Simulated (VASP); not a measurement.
Input of a VASP 6.6.1 run:

INCAR

```
PREC = Accurate
ENCUT = 520
EDIFF = 1E-6
ISMEAR = -1
SIGMA = 0.05
LREAL = False
LASPH = True
NELM = 100
ALGO = Normal
ISIF = 2
LWAVE = False
LCHARG = False
GGA = PE
NBANDS = 16
```

File KPOINTS:

```
Automatic mesh
0
Gamma
  6 6 3
```

File POSCAR:

```
Rb
1.0
    5.0882069760      0.0000000000      0.0000000000
   -2.5441034880      4.4065165009      0.0000000000
    0.0000000000      0.0000000000      8.4420579800
Rb
2
Direct
    0.6666666667      0.3333333333      0.7500000000
    0.3333333333      0.6666666667      0.2500000000
```

Potentials or basis: VASP PAW PBE potentials, release 64 (Rb_sv).

Launch:

```sh
$ cat potpaw_PBE.64/Rb_sv/POTCAR > POTCAR
$ mpirun -np 1 vasp_std > vasp.out
```

(1) What does it give for the pressure?

(2) Predict the band gap on the k mesh.

Results:

(1) -0.1 GPa.

(2) zero (bands 9 and 10 overlap by 1.74 eV).
